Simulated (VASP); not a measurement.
# RbBr (F-43m) in VASP: a series of runs, part 2 of 2

VASP 6.6.1.

## Step 3: Single point, HSE06

This run uses another cell than the first one, of 58.11 Å³/atom, 0.985 times its volume.

The input, POSCAR:

```
RbBr
1.0
    0.0000000000      3.8732420342      3.8732420342
    3.8732420342      0.0000000000      3.8732420342
    3.8732420342      3.8732420342      0.0000000000
Rb Br
1 1
Direct
    0.0000000000      0.0000000000      0.0000000000
    0.2500000000      0.2500000000      0.2500000000
```

The input, INCAR.step1:

```
  PREC = Accurate
  ENCUT = 520
  EDIFF = 1E-5
  ISMEAR = -1
  SIGMA = 0.02
  LREAL = F
  LASPH = T
  NELM = 80
  ALGO = Normal
  ISIF = 2
  LWAVE = T
  LCHARG = F
  GGA = PE
  NBANDS = 15
```

The input, INCAR.step2:

```
  PREC = Accurate
  ENCUT = 520
  EDIFF = 1E-7
  ISMEAR = -1
  SIGMA = 0.02
  LREAL = F
  LASPH = T
  NELM = 80
  ALGO = Normal
  ISIF = 2
  LWAVE = F
  LCHARG = F
  GGA = PE
  LHFCALC = T
  HFSCREEN = 0.2079
  PRECFOCK = Normal
  ISTART = 1
  NBANDS = 15
```

The input, KPOINTS:

```
Automatic mesh
0
Gamma
  4 4 4
```

Potentials or basis: VASP PAW PBE potentials, release 64 (Rb_sv, Br).

Command:

```bash
cat potpaw_PBE.64/Rb_sv/POTCAR potpaw_PBE.64/Br/POTCAR > POTCAR
cp INCAR.step1 INCAR
mpirun -np 1 vasp_std > vasp.out
cp INCAR.step2 INCAR
mpirun -np 1 vasp_std > vasp.out
```

Run time: 14 min. Hardware: 1 thread of Intel Xeon Platinum 8375C at 2.90GHz (Ice Lake), shared host; peak memory 0.38 GiB.

Results (log left out):

| Property | Result |
| --- | --- |
| Free energy | -6.8754 eV |
| Pressure | 0.1 GPa |
| Band gap on the k mesh | 5.17 eV, indirect (least direct gap 5.26 eV) |

Levels at points of the mesh, in eV from the valence-band top:
| k point | band 4 | band 5 | band 6 | band 7 | band 8 | band 9 | band 10 | band 11 | band 12 | band 13 |
| --- | --- | --- | --- | --- | --- | --- | --- | --- | --- | --- |
| (0.00, 0.00, 0.00) | -9.22 | -9.22 | -0.09 | -0.09 | -0.09 | 5.17 | 9.47 | 9.47 | 10.40 | 10.40 |
| (0.50, 0.00, 0.00) | -9.23 | -9.17 | -0.29 | -0.04 | -0.04 | 7.43 | 7.58 | 9.03 | 9.03 | 10.56 |
| (0.50, 0.50, 0.00) | -9.25 | -9.12 | -0.39 | 0.00 | 0.00 | 7.01 | 7.87 | 9.73 | 10.30 | 10.36 |

Caveat: the PAW data sets were made with another functional, which shifts forces and pressure a little. A k mesh can miss the band edges.

## Step 4: Single point, r2SCANh

This run uses another cell than the first one, of 57.94 Å³/atom, 0.982 times its volume.

The input, POSCAR:

```
RbBr
1.0
    0.0000000000      3.8694971258      3.8694971258
    3.8694971258      0.0000000000      3.8694971258
    3.8694971258      3.8694971258      0.0000000000
Rb Br
1 1
Direct
    0.0000000000      0.0000000000      0.0000000000
    0.2500000000      0.2500000000      0.2500000000
```

The input, INCAR.step1:

```
  PREC = Accurate
  ENCUT = 520
  EDIFF = 1E-5
  ISMEAR = 0
  SIGMA = 0.01
  LREAL = False
  LASPH = True
  NELM = 60
  ALGO = Normal
  ISIF = 2
  LWAVE = True
  LCHARG = False
  NBANDS = 15
  GGA = PE
```

The input, INCAR.step2:

```
  PREC = Accurate
  ENCUT = 520
  EDIFF = 1E-7
  ISMEAR = 0
  SIGMA = 0.01
  LREAL = False
  LASPH = True
  NELM = 60
  ALGO = Normal
  ISIF = 2
  LWAVE = False
  LCHARG = False
  METAGGA = R2SCAN
  LHFCALC = True
  AEXX = 0.1
  LMIXTAU = True
  PRECFOCK = Normal
  NBANDS = 15
  ISTART = 1
```

The input, KPOINTS:

```
regular mesh
0
Gamma
  4 4 4
```

Potentials or basis: VASP PAW PBE potentials, release 64 (Rb_sv, Br).

Command:

```bash
cat potpaw_PBE.64/Rb_sv/POTCAR potpaw_PBE.64/Br/POTCAR > POTCAR
cp INCAR.step1 INCAR
mpirun -np 1 vasp_std > vasp.out
cp INCAR.step2 INCAR
mpirun -np 1 vasp_std > vasp.out
```

OUTCAR:

```text
PREC = Accurate
   ENCUT = 520
   EDIFF = 1E-7
   ISMEAR = 0
   LREAL = False
   LASPH = True
   NELM = 60
   ISIF = 2
   METAGGA = R2SCAN
   LHFCALC = True
   AEXX = 0.1
   PRECFOCK = Normal
   ISTART = 1

 ion  position               nearest neighbor table
   1  0.000  0.000  0.000-   2 3.35   2 3.35   2 3.35   2 3.35
   2  0.250  0.250  0.250-   1 3.35   1 3.35   1 3.35   1 3.35

  LATTYP: Found a face centered cubic cell.
 ALAT       =     7.7389942516

  Lattice vectors:

 A1 = (   0.0000000000,   3.8694971258,   3.8694971258)
 A2 = (   3.8694971258,   0.0000000000,   3.8694971258)
 A3 = (   3.8694971258,   3.8694971258,   0.0000000000)

Analysis of symmetry for initial positions (statically):
=====================================================================
 Subroutine PRICEL returns:
 Original cell was already a primitive cell.

 Routine SETGRP: Setting up the symmetry group for a
 face centered cubic supercell.

 Subroutine GETGRP returns: Found 24 space group operations
 (whereof 24 operations were pure point group operations)
 out of a pool of 48 trial point group operations.

The static configuration has the point symmetry T_d .

Analysis of symmetry for dynamics (positions and initial velocities):
=====================================================================
 Subroutine PRICEL returns:
 Original cell was already a primitive cell.

 Routine SETGRP: Setting up the symmetry group for a
 face centered cubic supercell.

 Subroutine GETGRP returns: Found 24 space group operations
 (whereof 24 operations were pure point group operations)
 out of a pool of 48 trial point group operations.

The dynamic configuration has the point symmetry T_d .

 Subroutine INISYM returns: Found 24 space group operations
 (whereof 24 operations are pure point group operations),
 and found     1 'primitive' translations

----------------------------------------------------------------------------------------
[... 112 lines left out ...]
   IVDW    =     0    specifies the selected vdW correction
   LEPSILON=     F    determine dielectric tensor
   LRPA    =     F    only Hartree local field effects (RPA)
 non-spin polarized calculation
 Gauss-broadening in eV      SIGMA  =   0.01
  energy-cutoff  :      520.00
  volume of cell :      115.88
 maximum number of plane-waves:      3142
 NGX is ok and might be reduce to    42
  NGX = 32; NGY = 32; NGZ = 32

 number of electron      15.9999998 magnetization

 Free energy of the ion-electron system (eV)
  ---------------------------------------------------
  ext. energy  EPLUGINS =         0.00000000
  ---------------------------------------------------
  free energy    TOTEN  =       -29.03840070 eV

  energy without entropy =      -29.03840070  energy(sigma->0) =      -29.03840070

 E-fermi :  -3.8384     XC(G=0):  -5.4418

 val. band max:       -3.8965229487   @ k =   0.5000   0.5000   0.0000
 cond. band min:       1.3729590419   @ k =   0.0000   0.0000   0.0000
 fundamental gap:      5.2694819906
 Fermi energy:        -3.8383774729

 k-point     1 :       0.0000    0.0000    0.0000
  band No.  band energies     occupation
      1     -29.8373      2.00000
      2     -16.5559      2.00000
      3     -12.9942      2.00000
      4     -12.9942      2.00000
      5     -12.9942      2.00000
      6      -3.9821      2.00000
      7      -3.9821      2.00000
      8      -3.9821      2.00000
      9       1.3730      0.00000
     10       5.7146      0.00000
     11       5.7146      0.00000
     12       6.6452      0.00000
     13       6.6452      0.00000
     14       6.6452      0.00000
[... 113 lines left out ...]
      2     -16.6150      2.00000
      3     -13.0369      2.00000
      4     -13.0263      2.00000
      5     -12.8883      2.00000
      6      -4.1388      2.00000
      7      -4.0400      2.00000
      8      -3.8978      2.00000
      9       3.2871      0.00000
     10       4.0432      0.00000
     11       5.9701      0.00000
     12       6.0534      0.00000
     13       6.3748      0.00000
     14       6.7245      0.00000
     15       7.7319      0.00000

------------------------ aborting loop because EDIFF is reached ----------------------------------------

  FORCE on cell =-STRESS in cart. coord.  units (eV):
  Direction    XX          YY          ZZ          XY          YZ          ZX
  --------------------------------------------------------------------------------------
  -------------------------------------------------------------------------------------
  Total       -0.0126221     -0.0126221     -0.0126221      0.0000000      0.0000000     -0.0000000
  in kB       -0.1745209     -0.1745209     -0.1745209      0.0000000      0.0000000     -0.0000000
  external PRESSURE =      -0.1745209 kB  Pullay stress =       0.0000000 kB

 VOLUME and BASIS-vectors are now :
 -----------------------------------------------------------------------------
  energy-cutoff  :      520.00
  volume of cell :      115.88
      direct lattice vectors                 reciprocal lattice vectors
     0.000000000  3.869497126  3.869497126    -0.129215757  0.129215757  0.129215757
     3.869497126  0.000000000  3.869497126     0.129215757 -0.129215757  0.129215757
     3.869497126  3.869497126  0.000000000     0.129215757  0.129215757 -0.129215757

 POSITION                                       TOTAL-FORCE (eV/Angst)
 -----------------------------------------------------------------------------------
      0.00000      0.00000      0.00000         0.000000      0.000000      0.000000
      1.93475      1.93475      1.93475        -0.000000     -0.000000     -0.000000
 -----------------------------------------------------------------------------------
    total drift:                               -0.000000     -0.000001     -0.000000

  FREE ENERGIE OF THE ION-ELECTRON SYSTEM (eV)
  ---------------------------------------------------
  free  energy   TOTEN  =       -29.0384007023 eV

  energy  without entropy=      -29.0384007023  energy(sigma->0) =      -29.03840070
```

Wall time 15 min (1 thread of Intel Xeon Platinum 8375C at 2.90GHz (Ice Lake), shared host); peak memory 0.32 GiB.

What came out:

* Free energy: -29.0384 eV
* Pressure: 0.0 GPa
* Band gap on the k mesh: 5.27 eV, indirect (least direct gap 5.36 eV)

Caveat: the PAW data sets were made with another functional, which shifts forces and pressure a little. A k mesh can miss the band edges.

## Step 5: Summary

```tsv
task	level	potentials or basis	cell	k mesh	cutoff (eV)	smearing	grid for exact exchange (PRECFOCK)	screening parameter	gap on the mesh (eV)	pressure (GPa)
relaxation of cell and atoms	LDA	VASP PAW LDA potentials, release 64 (Rb_sv, Br)	relaxed from a = 5.505 Å, angles 60.0°, 2 atoms	6 × 6 × 6	600	fermi-dirac 0.02 eV	-	-	3.92	0.0
single point	HSE06	VASP PAW PBE potentials, release 64 (Rb_sv, Br)	a = 5.478 Å, angles 60.0°, 2 atoms	4 × 4 × 4	520	fermi-dirac 0.02 eV	Normal	0.2079 1/Å	5.17	0.1
single point	r2SCANh	VASP PAW PBE potentials, release 64 (Rb_sv, Br)	a = 5.472 Å, angles 60.0°, 2 atoms	4 × 4 × 4	520	gaussian 0.01 eV	Normal	-	5.27	0.0
```

Alike in all rows: no spin polarisation.

Caveats: the PAW data sets were made with another functional, which shifts forces and pressure a little (some runs).

Total energies depend on the potentials used, so only differences within one code and one set of settings carry meaning.
